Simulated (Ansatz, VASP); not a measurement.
One calculation of In4Sb3As, two programs

The input INCAR:

```
PREC = Accurate ; ENCUT = 520
EDIFF = 1E-6 ; ISMEAR = -1
SIGMA = 0.02 ; LREAL = F
LASPH = T ; NELM = 100
ALGO = Normal ; ISIF = 2
LWAVE = F ; LCHARG = F
GGA = PE ; NBANDS = 46
```

Contents of KPOINTS:

```
regular mesh
0
Gamma
  4 4 4
```

The input POSCAR:

```
In4Sb3As
1.0
   -3.2304472720      3.2304472720      6.4484652741
    3.2304472720     -3.2304472720      6.4484652741
    3.2304472720      3.2304472720     -6.4484652741
As In Sb
1 4 3
Direct
    0.0000000000      0.0000000000      0.0000000000
    0.6405060993      0.6405060993      0.5226899357
    0.8821838364      0.3594939007      0.0000000000
    0.1178161636      0.1178161636      0.4773100643
    0.3594939007      0.8821838364      0.0000000000
    0.2500000000      0.7500000000      0.5000000000
    0.5000000000      0.5000000000      0.0000000000
    0.7500000000      0.2500000000      0.5000000000
```

Input for Ansatz:

```yaml
crystal:
  lattice:
    - [-3.230447272, 3.230447272, 6.4484652741]
    - [3.230447272, -3.230447272, 6.4484652741]
    - [3.230447272, 3.230447272, -6.4484652741]
  atoms:
    - { symbol: As, position: [0.0, 0.0, 0.0] }
    - { symbol: In, position: [0.6405060993, 0.6405060993, 0.5226899357] }
    - { symbol: Sb, position: [0.25, 0.75, 0.5] }
    - { symbol: In, position: [0.8821838364, 0.3594939007, 0.0] }
    - { symbol: Sb, position: [0.5, 0.5, 0.0] }
    - { symbol: In, position: [0.1178161636, 0.1178161636, 0.4773100643] }
    - { symbol: Sb, position: [0.75, 0.25, 0.5] }
    - { symbol: In, position: [0.3594939007, 0.8821838364, 0.0] }
kpoints:
  mp_grid: { grid: [4, 4, 4] }
hamiltonian:
  xc: pbe
scf:
  occupations: { method: fermi_dirac, width: 0.02 }
  n_extra_bands: 6
output:
  forces: true
  stress: true
  eigenvalues: true
```

Alike in both runs: task single point; functional PBE; k mesh 4 × 4 × 4; occupations fermi-dirac, width 0.02 eV; no spin polarisation.

|  | VASP | Ansatz |
| --- | --- | --- |
| version | VASP 6.6.1 | Ansatz 0.2.0 |
| potentials or method | VASP PAW PBE potentials, release 64 (As, In_d, Sb) | plane waves, PAW |
| plane-wave cutoff (eV) | 520 | 420 |
| valence electrons in the cell | 72 | 112 |

Ansatz gave:

| Quantity | Value |
| --- | --- |
| pressure (GPa) | 1.3 |
| rms of the force components (eV/Å) | 0.004 |

**Question.** Which values does VASP return?

**Answer.** Pressure (GPa): 1.3; rms of the force components (eV/Å): 0.002.

VASP's potentials hold 72 valence electrons a cell and Ansatz's 112, so a difference there can come from the potentials and not from the codes.

Neither program's run includes spin-orbit coupling.
